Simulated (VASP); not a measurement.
Here is a VASP 6.6.1 calculation.

Contents of INCAR:

```
ALGO     = Fast           # electronic algorithm
EDIFF    = 1E-6           # SCF threshold, eV
ENCUT    = 520            # plane-wave cutoff, eV
GGA      = CA             # functional
ISIF     = 2              # what is computed and relaxed
ISMEAR   = 0              # smearing method
LASPH    = True           # aspherical terms in the spheres
LCHARG   = False          # write CHGCAR
LREAL    = False          # projectors in reciprocal space
LWAVE    = False          # write WAVECAR
NBANDS   = 28             # bands
NELM     = 60             # most SCF steps
PREC     = Accurate       # precision mode
SIGMA    = 0.15           # smearing width, eV
```

KPOINTS

```
k-points
0
Gamma
  18 18 6
```

POSCAR

```
Pt
1.0
    2.7082945870      0.0000000000      0.0000000000
   -1.3541472935      2.3454519133      0.0000000000
    0.0000000000      0.0000000000      9.3530207388
Pt
4
Direct
    0.6792370968      0.3776744684      0.3750000000
    0.6792370968      0.3776744684      0.8750000000
    0.3207629032      0.6223255316      0.1250000000
    0.3207629032      0.6223255316      0.6250000000
```

Potentials or basis: VASP PAW LDA potentials, release 64 (Pt).

Run with:

```console
$ cat potpaw_LDA.64/Pt/POTCAR > POTCAR
$ mpirun -np 1 vasp_std > vasp.out
```

Q: What does it give for the largest force?

A: 0.136 eV/Å.

Q: Predict the band gap on the k mesh.

A: Zero (bands 20 and 21 overlap by 1.49 eV).

Q: What does it give for the pressure?

A: 1.2 GPa.

Forces on the atoms (eV/Å):
```
Pt   0.081  0.109  0.000
Pt   0.081  0.109  0.000
Pt  -0.081 -0.109  0.000
Pt  -0.081 -0.109  0.000
```

Caveat: the cell differs from its parent crystal (atoms displaced along a vibrational mode); spin-orbit coupling is left out, which moves the levels of the heavy elements.
